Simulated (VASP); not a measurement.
# Mn3SiB: single point with PBE

Crystal: Mn3SiB.

```
Si B Mn
1.0
     3.80644    0.00000    0.00000
     0.00000    3.80644    0.00000
     0.00000    0.00000    3.80644
Si B Mn
1 1 3
Direct
  0.00000 0.00000 0.00000
  0.50000 0.50000 0.50000
  0.50000 0.50000 0.00000
  0.50000 0.00000 0.50000
  0.00000 0.50000 0.50000
```

```json
{
  "Program": "VASP 6.6.1",
  "Task": "single point",
  "Functional": "PBE",
  "Potentials or basis": "VASP PAW PBE potentials, release 64 (Si, B, Mn_pv)",
  "Cutoff": "520 eV",
  "k mesh": "10 × 10 × 10",
  "Occupations": "gaussian, width 0.1 eV",
  "Spin": "collinear spin, ferromagnetic start",
  "Starting moments": "[0.0, 0.0, 5.0, 5.0, 5.0] μB"
}
```

```yaml
Pressure: 0.2 GPa
Net_moment: 3.89 μB per cell
Site_moments: Si -0.09; B -0.10; Mn +1.35 μB
Valence_electrons_inside_the_program's_atomic_spheres: Si 1.50; B 2.23; Mn 11.98
```

Levels at points of the mesh, in eV from the Fermi level:
Spin up:
```
           k point  band 22  band 23  band 24  band 25  band 26  band 27  band 28  band 29
(0.00, 0.00, 0.00)    -1.09    -0.58    -0.58     0.58     0.74     0.74     0.74     2.98
(0.50, 0.00, 0.00)    -0.88    -0.88    -0.66    -0.21     0.74     2.41     2.58     2.58
(0.50, 0.50, 0.00)    -1.02    -0.77    -0.63    -0.60    -0.39     1.07     1.07     4.56
(0.50, 0.50, 0.50)    -1.59    -1.59    -0.76    -0.76     0.54     0.54     0.54     0.83
```
Spin down:
```csv
k point,band 18,band 19,band 20,band 21,band 22,band 23,band 24,band 25
"(0.00, 0.00, 0.00)",-2.20,-2.20,0.62,0.62,0.62,0.74,0.74,1.81
"(0.50, 0.00, 0.00)",-2.07,-1.31,-0.27,0.12,0.38,0.38,0.64,0.97
"(0.50, 0.50, 0.00)",-0.96,-0.96,-0.44,-0.44,0.02,0.35,0.66,1.08
"(0.50, 0.50, 0.50)",-0.69,-0.69,-0.69,-0.56,-0.56,-0.56,1.17,1.17
```

It took 3.9 min on 1 thread of Oxide Virtual Turin-like Processor, with other jobs on the host, peak memory 0.25 GiB.
